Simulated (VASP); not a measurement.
A run of VASP 6.6.1:

Contents of INCAR:

```
SYSTEM = AlN
PREC = Accurate
ENCUT = 520
EDIFF = 1E-6
ISMEAR = -1
SIGMA = 0.02
LREAL = .False.
LASPH = .True.
NELM = 80
ALGO = Normal
ISIF = 2
LWAVE = .False.
LCHARG = .False.
GGA = PE
NBANDS = 11
```

File KPOINTS:

```
regular mesh
0
Gamma
  10 10 10
  0 0 0
```

POSCAR

```
AlN
1.0
    0.0000000000      1.9780000000      1.9780000000
    1.9780000000      0.0000000000      1.9780000000
    1.9780000000      1.9780000000      0.0000000000
Al N
1 1
Direct
    0.0202224469      0.0202224469     -0.0202224469
    0.5000000000      0.5000000000      0.5000000000
```

Potentials or basis: VASP PAW PBE potentials, release 64 (Al, N).

Run with:

```console
$ cat potpaw_PBE.64/Al/POTCAR potpaw_PBE.64/N/POTCAR > POTCAR
$ mpirun -np 1 vasp_std > vasp.out
```

Hardware: 1 thread of Intel(R) Xeon(R) Platinum 8488C (Sapphire Rapids), on a shared host.

How long does it take, and how much memory?

Run time: 26 s on 1 thread of Intel(R) Xeon(R) Platinum 8488C (Sapphire Rapids), with other jobs on the host, peak memory 0.14 GiB. Counts: scf iterations 12, k points 102.
